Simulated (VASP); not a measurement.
A run of VASP 6.6.1 is set up as follows.

File INCAR:

```
SYSTEM = CaS
  PREC = Accurate
  ENCUT = 500
  EDIFF = 1E-7
  ISMEAR = 0
  SIGMA = 0.01
  LREAL = .FALSE.
  LASPH = .TRUE.
  NELM = 120
  ALGO = Normal
  ISIF = 3
  LWAVE = .FALSE.
  LCHARG = .FALSE.
  GGA = PE
  IBRION = 2
  NSW = 80
  EDIFFG = -0.001
  PSTRESS = 400.0
  GGA_COMPAT = .FALSE.
  NELMIN = 4
```

KPOINTS

```
Automatic mesh
0
G
  8 8 8
  0 0 0
```

POSCAR

```
CaS
1.0
    0.0000000000      2.8560320324      2.8560320324
    2.8560320324      0.0000000000      2.8560320324
    2.8560320324      2.8560320324      0.0000000000
Ca S
1 1
Direct
    0.0000000000      0.0000000000      0.0000000000
    0.5000000000      0.5000000000      0.5000000000
```

Potentials or basis: VASP PAW PBE potentials, release 64 (Ca_sv, S).

Run with:

```console
$ cat potpaw_PBE.64/Ca_sv/POTCAR potpaw_PBE.64/S/POTCAR > POTCAR
$ mpirun -np 1 vasp_std > vasp.out
```

Question: Predict the band gap on the k mesh.

Answer: 1.16 eV (least direct gap 2.16 eV).

Question: Predict the space group after relaxing (to 0.1 Å).

Answer: Fm-3m (No. 225).

Step by step:
| step | energy change (eV) | largest force (eV/Å) | pressure (GPa) | volume (Å³) |
| --- | --- | --- | --- | --- |
| 1 | 0.0000 | 0.0000 | 0.13 | 46.59 |
| 2 | 15.2501 | 0.0000 | 349.85 | 17.42 |
| 3 | 0.7084 | 0.0000 | 25.90 | 35.85 |
| 4 | 1.0693 | 0.0000 | 35.14 | 33.92 |
| 5 | 1.2765 | 0.0000 | 40.10 | 33.03 |
| 6 | 1.2172 | 0.0000 | 38.69 | 33.27 |
| 7 | 1.2204 | 0.0000 | 38.77 | 33.26 |
| 8 | 1.2302 | 0.0000 | 39.00 | 33.22 |
| 9 | 1.2303 | 0.0000 | 39.01 | 33.22 |
| 10 | 1.2308 | 0.0000 | 39.02 | 33.22 |
| 11 | 1.2318 | 0.0000 | 39.04 | 33.21 |
| 12 | 1.2337 | 0.0000 | 39.09 | 33.21 |
| 13 | 1.2376 | 0.0000 | 39.18 | 33.19 |
| 14 | 1.2455 | 0.0000 | 39.37 | 33.16 |
| 15 | 1.2612 | 0.0000 | 39.74 | 33.09 |
| 16 | 1.2930 | 0.0000 | 40.49 | 32.97 |
| 17 | 1.2722 | 0.0000 | 40.00 | 33.05 |

Caveat: the cell is relaxed towards a set pressure, so the run minimises the enthalpy, not the energy; the volume moved by over 15 % at a fixed basis, so the end points are rough. A k mesh can miss the band edges.
